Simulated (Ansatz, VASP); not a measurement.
FeGe in VASP and in Ansatz

INCAR

```
SYSTEM = FeGe
PREC = Accurate
ENCUT = 520
EDIFF = 1E-7
ISMEAR = -1
SIGMA = 0.05
LREAL = .False.
LASPH = .True.
NELM = 150
ALGO = Normal
ISIF = 2
LWAVE = .False.
LCHARG = .False.
ISPIN = 2
MAGMOM = 2.5 2.5 0 0
LORBIT = 11
LMAXMIX = 4
GGA = PE
NBANDS = 34
```

The input KPOINTS:

```
Automatic mesh
0
Gamma
  10 10 6
  0 0 0
```

POSCAR

```
FeGe
1.0
    3.6723922185      0.0000000000      0.0000000000
   -1.8361961092      3.1803849539      0.0000000000
    0.0000000000      0.0000000000      5.0457384548
Fe Ge
2 2
Direct
    0.0000000000      0.0000000000      0.0000000000
    0.0000000000      0.0000000000      0.5000000000
    0.3333333333      0.6666666667      0.2500000000
    0.6666666667      0.3333333333      0.7500000000
```

Input for Ansatz:

```yaml
crystal:
  lattice:
    - [3.6723922185, 0.0, 0.0]
    - [-1.8361961092, 3.1803849539, 0.0]
    - [0.0, 0.0, 5.0457384548]
  atoms:
    - { symbol: Fe, position: [0.0, 0.0, 0.0], spin: 2.5 }
    - { symbol: Fe, position: [0.0, 0.0, 0.5], spin: 2.5 }
    - { symbol: Ge, position: [0.3333333333, 0.6666666667, 0.25] }
    - { symbol: Ge, position: [0.6666666667, 0.3333333333, 0.75] }
magnetization:
  spin_polarized: true
kpoints:
  mp_grid: { grid: [10, 10, 6] }
scf:
  occupations: { method: fermi_dirac, width: 0.05 }
hamiltonian:
  xc: pbe
  pseudopotentials: { kind: all_electron, lapw: { basis_error: 0.0005 } }
output:
  forces: true
  stress: true
  eigenvalues: true
  populations: true
```

Alike in both runs: task single point; functional PBE; k mesh 10 × 10 × 6; occupations fermi-dirac, width 0.05 eV; collinear spin.

```csv
,VASP,Ansatz
version,VASP 6.6.1,Ansatz 0.2.0
potentials or method,"VASP PAW PBE potentials, release 64 (Fe, Ge_d), cutoff 520 eV","all-electron LAPW, scalar-relativistic"
```

Ansatz gave:

```
pressure (GPa)                                                : -1.9
traceless stress, the component that is largest in VASP (GPa) : -0.05
net moment per atom (μB)                                      : 0.76
size of the moment on the site where the two differ most (μB) : 1.67
```

Estimate VASP's values.

pressure (GPa): -1.9; traceless stress, the component that is largest in VASP (GPa): 0.09; net moment per atom (μB): 0.76; size of the moment on the site where the two differ most (μB): 1.64.

Site moments also hang on the region over which each program counts them. Ansatz ran all-electron here, and VASP with PAW potentials.
